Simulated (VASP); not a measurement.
# KF (P1) in VASP: relaxation of cell and atoms with PBE

Aim: the relaxation of cell and atoms of KF with PBE.

All numbers are computed with VASP 6.6.1; they aren't measurements. Logs are shortened: lines on timing, memory, paths and dates and some standing lists are left out, and cuts for length are marked.

## (1) The cell of the first run

The typed cell holds 8 atoms: a = 3.822 Å, b = 6.652 Å, c = 6.641 Å, α = 111.97°, β = 90.74°, γ = 89.14°.

## (2) Relaxation of cell and atoms, PBE

INCAR reads:

```
SYSTEM = KF
PREC     = Accurate       ! precision mode
ENCUT    = 600            ! plane-wave cutoff, eV
EDIFF    = 1E-7           ! SCF threshold, eV
ISMEAR   = 0              ! smearing method
SIGMA    = 0.1            ! smearing width, eV
LREAL    = .FALSE.        ! projectors in reciprocal space
LASPH    = .TRUE.         ! aspherical terms in the spheres
NELM     = 60             ! most SCF steps
ALGO     = Normal         ! electronic algorithm
ISIF     = 3              ! what is computed and relaxed
LWAVE    = .FALSE.        ! write WAVECAR
LCHARG   = .FALSE.        ! write CHGCAR
GGA      = PE             ! functional
IBRION   = 2              ! ionic algorithm
NSW      = 80             ! ionic steps
EDIFFG   = -0.025         ! ionic threshold
```

KPOINTS reads:

```
Automatic mesh
0
G
  4 2 2
  0 0 0
```

POSCAR reads:

```
KF
1.0
    0.0325752701      2.7052814884      2.7001012129
    5.5126558656      2.6676294384     -2.5972986228
   -5.5055325291      2.5953555618     -2.6553258264
K F
4 4
Direct
    0.0339581395      0.2454257726      0.7526270333
    0.4492670086      0.7497748245      0.7349805917
    0.5462189749      0.2492428395      0.2627996410
   -0.0342595404      0.7328358098      0.2400678953
    0.0073292894      0.5165010371      0.4936059063
    0.5195383907      0.0165844441      0.5093358330
    0.4996896583      0.5149845909      1.0267747628
   -0.0217419210      0.9746506814      0.9798083367
```

Potentials or basis: VASP PAW PBE potentials, release 64 (K_sv, F).

Launch:

```sh
cat potpaw_PBE.64/K_sv/POTCAR potpaw_PBE.64/F/POTCAR > POTCAR
mpirun -np 1 vasp_std > vasp.out
```

OUTCAR:

```text
SYSTEM = KF
   PREC = Accurate
   ENCUT = 600
   EDIFF = 1E-7
   ISMEAR = 0
   LREAL = .FALSE.
   LASPH = .TRUE.
   NELM = 60
   ISIF = 3
   GGA = PE
   IBRION = 2
   NSW = 80
   EDIFFG = -0.025

 ion  position               nearest neighbor table
   1  0.034  0.245  0.753-   6 2.55   6 2.64   7 2.70   8 2.76   2 3.60   4 3.63   3 3.74   2 3.77

   2  0.449  0.750  0.735-   5 2.45   8 2.51   8 2.67   6 2.74   5 2.77   1 3.60   3 3.64   4 3.72
                             1 3.77
   3  0.546  0.249  0.263-   5 2.57   6 2.64   8 2.65   7 2.77   5 2.77   2 3.64   4 3.67   4 3.72
                             1 3.74
   4  0.966  0.733  0.240-   7 2.40   7 2.59   5 2.59   6 2.67   8 2.77   1 3.63   3 3.67   2 3.72
                             3 3.72
   5  0.007  0.517  0.494-   2 2.45   3 2.57   4 2.59   2 2.77   3 2.77
   6  0.520  0.017  0.509-   1 2.55   1 2.64   3 2.64   4 2.67   2 2.74
   7  0.500  0.515  0.027-   4 2.40   4 2.59   1 2.70   3 2.77
   8  0.978  0.975  0.980-   2 2.51   3 2.65   2 2.67   1 2.76   4 2.77

  LATTYP: Found a triclinic cell.
 ALAT       =     6.6521862308
 B/A-ratio  =     0.9982576688
 C/A-ratio  =     0.5745965608
 COS(alpha) =     0.0129154053
 COS(beta)  =     0.0150744698
 COS(gamma) =     0.3741976114

  Lattice vectors:

 A1 = (  -5.5126558656,  -2.6676294384,   2.5972986228)
 A2 = (  -5.5055325291,   2.5953555618,  -2.6553258264)
 A3 = (  -0.0325752701,  -2.7052814884,  -2.7001012129)

Analysis of symmetry for initial positions (statically):
=====================================================================
 Subroutine PRICEL returns:
 Original cell was already a primitive cell.

 Routine SETGRP: Setting up the symmetry group for a
 triclinic supercell.

 Subroutine GETGRP returns: Found  1 space group operations
 (whereof  1 operations were pure point group operations)
 out of a pool of  2 trial point group operations.

The static configuration has the point symmetry C_1 .

Analysis of symmetry for dynamics (positions and initial velocities):
=====================================================================
 Subroutine PRICEL returns:
 Original cell was already a primitive cell.

 Routine SETGRP: Setting up the symmetry group for a
 triclinic supercell.

 Subroutine GETGRP returns: Found  1 space group operations
 (whereof  1 operations were pure point group operations)
 out of a pool of  2 trial point group operations.

The dynamic configuration has the point symmetry C_1 .

 Subroutine INISYM returns: Found  1 space group operations
 (whereof  1 operations are pure point group operations),
 and found     1 'primitive' translations

----------------------------------------------------------------------------------------

                                     Primitive cell

  volume of cell :     156.5595

  direct lattice vectors                    reciprocal lattice vectors
     0.032575270  2.705281488  2.700101213    -0.002187743  0.184833331  0.185194939
     5.512655866  2.667629438 -2.597298623     0.090643676  0.094398611 -0.095673286
    -5.505532529  2.595355562 -2.655325826    -0.090887461  0.095614375 -0.094701307

  length of vectors
     3.822323330  6.652186231  6.640595919     0.261658769  0.162113391  0.162391431

  position of ions in fractional coordinates (direct lattice)
     0.033958140  0.245425773  0.752627033
     0.449267009  0.749774825  0.734980592
     0.546218975  0.249242839  0.262799641
     0.965740460  0.732835810  0.240067895
     0.007329289  0.516501037  0.493605906
     0.519538391  0.016584444  0.509335833
     0.499689658  0.514984591  0.026774763
     0.978258079  0.974650681  0.979808337

  ion indices of the primitive-cell ions
   primitive index   ion index
                 1           1
                 2           2
                 3           3
                 4           4
                 5           5
                 6           6
                 7           7
                 8           8

----------------------------------------------------------------------------------------

 KPOINTS: Automatic mesh

Automatic generation of k-mesh.
 Grid dimensions read from file:
 generate k-points for:    4    2    2

 Generating k-lattice:

  Cartesian coordinates                     Fractional coordinates (reciprocal lattice)
    -0.000546936  0.046208333  0.046298735     0.250000000  0.000000000  0.000000000
     0.045321838  0.047199305 -0.047836643     0.000000000  0.500000000  0.000000000
    -0.045443731  0.047807187 -0.047350654     0.000000000 -0.000000000  0.500000000

  Length of vectors
     0.065414692  0.081056695  0.081195715

  Shift w.r.t. Gamma in fractional coordinates (k-lattice)
     0.000000000  0.000000000  0.000000000

 Subroutine IBZKPT returns following result:
 ===========================================

 Found     12 irreducible k-points:

 Following reciprocal coordinates:
            Coordinates               Weight
  0.000000  0.000000  0.000000      1.000000
  0.250000 -0.000000  0.000000      2.000000
  0.500000 -0.000000  0.000000      1.000000
  0.000000  0.500000  0.000000      1.000000
  0.250000  0.500000  0.000000      2.000000
  0.500000  0.500000  0.000000      1.000000
  0.000000  0.000000  0.500000      1.000000
  0.250000  0.000000  0.500000      2.000000
  0.500000  0.000000  0.500000      1.000000
  0.000000  0.500000  0.500000      1.000000
  0.250000  0.500000  0.500000      2.000000
  0.500000  0.500000  0.500000      1.000000
   k-points           NKPTS =     12   k-points in BZ     NKDIM =     12   number of bands    NBANDS=     38
   number of dos      NEDOS =    301   number of ions     NIONS =      8
   total plane-waves  NPLWV =  93312
   dimension x,y,z NGX =    32 NGY =   54 NGZ =   54
   dimension x,y,z NGXF=    64 NGYF=  108 NGZF=  108
   ions per type =               4   4
   NGX,Y,Z   is equivalent  to a cutoff of  13.92, 13.50, 13.52 a.u.
   NGXF,Y,Z  is equivalent  to a cutoff of  27.84, 26.99, 27.04 a.u.
 SYSTEM =  KF
   PREC   = accura    normal or accurate (medium, high low for compatibility)
   ISTART =      0    job   : 0-new  1-cont  2-samecut
   ICHARG =      2    charge: 1-file 2-atom 10-const
   ISPIN  =      1    spin polarized calculation?
   LNONCOLLINEAR =      F non collinear calculations
   LSORBIT =      F    spin-orbit coupling
   LASPH  =      T    aspherical Exc in radial PAW
   ENCUT  =  600.0 eV  44.10 Ry    6.64 a.u.   7.63 13.29 13.26*2*pi/ulx,y,z
   NELM   =     60;   NELMIN=  2; NELMDL= -5     # of ELM steps
   EDIFF  = 0.1E-06   stopping-criterion for ELM
   LREAL  =      F    real-space projection
   EDIFFG = -.3E-01   stopping-criterion for IOM
   NSW    =     80    number of steps for IOM
   IBRION =      2    ionic relax: 0-MD 1-quasi-New 2-CG
   NFREE  =      1    steps in history (QN), initial steepest desc. (CG)
   ISIF   =      3    stress and relaxation
   ISYM   =      2    0-nonsym 1-usesym 2-fastsym
   POTIM  = 0.5000    time-step for ionic-motion
   TEBEG  =    0.0;   TEEND  =   0.0 temperature during run
   PSTRESS=    0.0 pullay stress
   NELECT =      64.0000    total number of electrons
   NUPDOWN=      -1.0000    fix difference up-down
   EMIN   =  10.00;   EMAX   =-10.00  energy-range for DOS
   EFERMI =   0.00;   METHOD = LEGACY
   ISMEAR =     0;   SIGMA  =   0.10  broadening in eV -4-tet -1-fermi 0-gaus
   EFERMI_NEDOS =   21; number of points for ismear=-14 and -15
   IALGO  =     38    algorithm
   IMIX   =      4    mixing-type and parameters
     AMIX     =   0.40;   BMIX     =  1.00
     AMIX_MAG =   1.60;   BMIX_MAG =  1.00
  volume/ion in A,a.u.               =      19.57       132.06
  Fermi-wavevector in a.u.,A,eV,Ry     =   1.214997  2.296011 20.085146  1.476217
  Thomas-Fermi vector in A             =   2.350398
   LORBIT       =      0    0 simple, 1 ext, 2 COOP (PROOUT), +10 PAW based schemes
   GGA     = PE    functional components
   LHFCALC =     F    Hartree Fock is set to
   AEXX    =    0.0000 exact exchange contribution
   IVDW    =     0    specifies the selected vdW correction
   LEPSILON=     F    determine dielectric tensor
   LRPA    =     F    only Hartree local field effects (RPA)
 conjugate gradient relaxation of ions
 non-spin polarized calculation
 Gauss-broadening in eV      SIGMA  =   0.10
  energy-cutoff  :      600.00
  volume of cell :      156.56
 maximum number of plane-waves:      5256
 NGX is ok and might be reduce to    32
   NGX = 15   NGY = 27   NGZ = 27

--------------------------------------- Ionic step        1  -------------------------------------------

 number of electron      63.9999999 magnetization

 Free energy of the ion-electron system (eV)
  ---------------------------------------------------
  ext. energy  EPLUGINS =         0.00000000
  ---------------------------------------------------
  free energy    TOTEN  =       -32.90595468 eV

  energy without entropy =      -32.90595468  energy(sigma->0) =      -32.90595468

------------------------ aborting loop because EDIFF is reached ----------------------------------------

  FORCE on cell =-STRESS in cart. coord.  units (eV):
  Direction    XX          YY          ZZ          XY          YZ          ZX
  --------------------------------------------------------------------------------------
  -------------------------------------------------------------------------------------
  Total       -0.0090812      2.8922864      1.6512164     -0.1648400     -0.3141061     -0.1002670
  in kB       -0.0929342     29.5986920     16.8979959     -1.6869175     -3.2144572     -1.0260993
  external PRESSURE =      15.4679179 kB  Pullay stress =       0.0000000 kB
[... 107 lines left out ...]
  FREE ENERGIE OF THE ION-ELECTRON SYSTEM (eV)
  ---------------------------------------------------
  free  energy   TOTEN  =       -33.0801015313 eV

  energy  without entropy=      -33.0801015313  energy(sigma->0) =      -33.08010153

[... ionic steps 4 to 9 ...]

--------------------------------------- Ionic step       10  -------------------------------------------

 number of electron      64.0000020 magnetization

------------------------ aborting loop because EDIFF is reached ----------------------------------------

  FORCE on cell =-STRESS in cart. coord.  units (eV):
  Direction    XX          YY          ZZ          XY          YZ          ZX
  --------------------------------------------------------------------------------------
  -------------------------------------------------------------------------------------
  Total       -0.0105015      0.0732595      0.1026909      0.0236247      0.0529014      0.0198011
  in kB       -0.1058560      0.7384593      1.0351289      0.2381380      0.5332486      0.1995958
  external PRESSURE =       0.5559108 kB  Pullay stress =       0.0000000 kB
[... 69 lines left out ...]
  energy  without entropy=      -33.2003310143  energy(sigma->0) =      -33.20033101

--------------------------------------- Ionic step       12  -------------------------------------------

 number of electron      64.0000024 magnetization

 Free energy of the ion-electron system (eV)
  ---------------------------------------------------
  ext. energy  EPLUGINS =         0.00000000
  ---------------------------------------------------
  free energy    TOTEN  =       -33.20053216 eV

  energy without entropy =      -33.20053216  energy(sigma->0) =      -33.20053216

 E-fermi :  -2.4740     XC(G=0):  -8.1983

 val. band max:       -2.9221654825   @ k =   0.0000   0.0000   0.0000
 cond. band min:       3.0104760310   @ k =   0.0000   0.0000   0.0000
 fundamental gap:      5.9326415134
 Fermi energy:        -2.4740494835

 k-point     1 :       0.0000    0.0000    0.0000
  band No.  band energies     occupation
      1     -29.1899      2.00000
      2     -29.1140      2.00000
      3     -29.1136      2.00000
      4     -29.0955      2.00000
      5     -21.6222      2.00000
      6     -21.6221      2.00000
[... 516 lines left out ...]
  FREE ENERGIE OF THE ION-ELECTRON SYSTEM (eV)
  ---------------------------------------------------
  free  energy   TOTEN  =       -33.2005321646 eV

  energy  without entropy=      -33.2005321646  energy(sigma->0) =      -33.20053216

 reached required accuracy - stopping structural energy minimisation
```

Run time: 11 min. Hardware: 1 thread of AMD EPYC 9R45 (Zen 5), shared host; peak memory 0.3 GiB.

Results:

```yaml
Free_energy: -33.2005 eV
Relaxed_volume: 19.97 Å³/atom
Relaxed_cell: a = 3.838 Å, b = 6.642 Å, c = 6.643 Å, α = 109.40°, β = 89.99°, γ = 90.02°
Space_group_after_relaxing_to_0.1_Å: Fm-3m (No. 225)
Energy_gained_by_relaxing: 36.8 meV/atom
Ionic_steps: 12
Pressure_after_relaxing: -0.1 GPa
Largest_force_after_relaxing: 0.018 eV/Å
Band_gap_on_the_k_mesh: 5.93 eV
```

Forces on the atoms (eV/Å):
```
K    0.005 -0.002  0.010
K    0.000  0.006 -0.008
K   -0.008  0.015  0.005
K   -0.009 -0.015  0.004
F    0.006  0.002 -0.012
F    0.004 -0.005 -0.008
F   -0.006 -0.007  0.008
F    0.007  0.006  0.002
```

Step by step:
```csv
step,energy change (eV),largest force (eV/Å),pressure (GPa),volume (Å³)
1,0.0000,0.7185,1.55,156.56
2,-0.1188,0.4230,0.35,160.87
3,-0.1741,0.2025,-0.96,167.46
4,-0.2079,0.1901,-0.63,164.74
5,-0.2420,0.1818,0.61,157.03
6,-0.2436,0.1828,0.36,158.40
7,-0.2622,0.1454,0.20,158.81
8,-0.2812,0.1281,-0.07,159.79
9,-0.2899,0.0693,-0.02,159.39
10,-0.2931,0.0584,0.06,158.95
11,-0.2944,0.0311,-0.04,159.45
12,-0.2946,0.0176,-0.09,159.73
```

Final structure:
```
CELL_PARAMETERS angstrom
-0.00124 2.71438 2.71324
5.42068 2.71355 -2.71506
-5.42182 2.71343 -2.71516
ATOMIC_POSITIONS crystal
K 0.99952 0.25065 0.75117
K 0.50012 0.74861 0.74882
K 0.49765 0.24958 0.24885
K 0.00170 0.75177 0.25096
F 0.00036 0.49839 0.49900
F 0.50190 0.00044 0.50089
F 0.50038 0.50150 0.00094
F 0.99837 0.99906 0.99936
```

Caveat: the k points lie up to 0.50 Å⁻¹ apart in the final cell.
